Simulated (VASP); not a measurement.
Set up this calculation in VASP 6.6.1, as the native input.

* Task: single point
* Functional: r2SCAN
* Potentials or basis: VASP PAW PBE potentials, release 64 (C)
* Cutoff: 520 eV
* k mesh: 12 × 12 × 12
* Occupations: gaussian, width 0.02 eV
* Spin: no spin polarisation
* Dipole correction: no
* Further INCAR settings: ALGO = Normal; EDIFF = 1e-06; NBANDS = 11

C:

```xyz
2
Lattice="0.0000 1.7622 1.7622 1.7622 0.0000 1.7622 1.7622 1.7622 0.0000" Properties=species:S:1:pos:R:3 pbc="T T T"
C     0.0000    0.0000    0.0000
C     0.8811    0.8811    0.8811
```

This cell differs from its parent crystal: volume scaled by 0.97.

One way to write it, as run:

POSCAR

```
C
1.0
    0.0000000000      1.7621593182      1.7621593182
    1.7621593182      0.0000000000      1.7621593182
    1.7621593182      1.7621593182      0.0000000000
C
2
Direct
    0.0000000000      0.0000000000      0.0000000000
    0.2500000000      0.2500000000      0.2500000000
```

INCAR.step1

```
ALGO = Normal
EDIFF = 1E-4
ENCUT = 520
GGA = PE
ISMEAR = 0
LASPH = T
LCHARG = F
LREAL = F
LWAVE = T
NBANDS = 11
NELM = 80
PREC = Accurate
SIGMA = 0.02
```

INCAR.step2

```
ALGO = Normal
EDIFF = 1E-6
ENCUT = 520
ISIF = 2
ISMEAR = 0
ISTART = 1
LASPH = T
LCHARG = T
LELF = T
LMIXTAU = T
LREAL = F
LVHAR = T
LWAVE = F
METAGGA = R2SCAN
NBANDS = 11
NELM = 80
PREC = Accurate
SIGMA = 0.02
```

KPOINTS

```
k-points
0
Gamma
  12 12 12
```

Potentials or basis: VASP PAW PBE potentials, release 64 (C).

Command:

```bash
$ cat potpaw_PBE.64/C/POTCAR > POTCAR
$ cp INCAR.step1 INCAR
$ mpirun -np 1 vasp_std > vasp.out
$ cp INCAR.step2 INCAR
$ mpirun -np 1 vasp_std > vasp.out
```

Results of the run:

| Item | Value |
| --- | --- |
| Pressure | 15.8 GPa |
| Band gap on the k mesh | 4.43 eV, indirect (least direct gap 5.93 eV) |

Caveat: the PAW data sets were made with another functional, which shifts forces and pressure a little.

Run time: 14 s on 1 thread of Intel(R) Xeon(R) 6975P-C (Granite Rapids) (shared host), peak memory 0.12 GiB.
